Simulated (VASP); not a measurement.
Write the native input for VASP 6.6.1 that does the following.

```yaml
Task: single point
Functional: PBE
Potentials_or_basis: VASP PAW PBE potentials, release 64 (Mg, O)
Cutoff: 520 eV
k_mesh: 9 × 9 × 6
Occupations: gaussian, width 0.05 eV
Spin: no spin polarisation
Dipole_correction: no
Further_INCAR_settings: ALGO = Normal; EDIFF = 1e-06; NBANDS = 16
```

The structure of MgO lies in POSCAR:

```
MgO
1.0
    3.3152854007      0.0000000000      0.0000000000
   -1.6576427004      2.8711213778      0.0000000000
    0.0000000000      0.0000000000      5.1215474231
Mg O
2 2
Direct
    0.3528379075      0.7056758151      0.0063188067
    0.6471620925      0.2943241849      0.5063188067
    0.3153121313      0.6306242625      0.3982811933
    0.6846878687      0.3693757375      0.8982811933
```

This cell differs from its parent crystal: mode 4 frozen in at +0.000 Å and mode 5 at +0.112 Å (largest displacements).

These files were run (other wordings do the same):

INCAR

```
SYSTEM = MgO
  PREC = Accurate
  ENCUT = 520
  EDIFF = 1E-6
  ISMEAR = 0
  SIGMA = 0.05
  LREAL = .False.
  LASPH = .True.
  NELM = 100
  ALGO = Normal
  ISIF = 2
  LWAVE = .False.
  LCHARG = .False.
  GGA = PE
  NBANDS = 16
```

KPOINTS

```
regular mesh
0
Gamma
  9 9 6
  0 0 0
```

Potentials or basis: VASP PAW PBE potentials, release 64 (Mg, O).

The run is started by

```bash
$ cat potpaw_PBE.64/Mg/POTCAR potpaw_PBE.64/O/POTCAR > POTCAR
$ mpirun -np 1 vasp_std > vasp.out
```

It gave:

```yaml
Pressure: -0.7 GPa
Largest_force: 0.390 eV/Å
Band_gap_on_the_k_mesh: 3.31 eV, direct
```

Caveat: the cell differs from its parent crystal (mode 4 frozen in at +0.000 Å and mode 5 at +0.112 Å (largest displacements)).

Wall time 34 s on 1 thread of Intel(R) Xeon(R) 6975P-C (Granite Rapids), with other jobs on the host, peak memory 0.22 GiB.
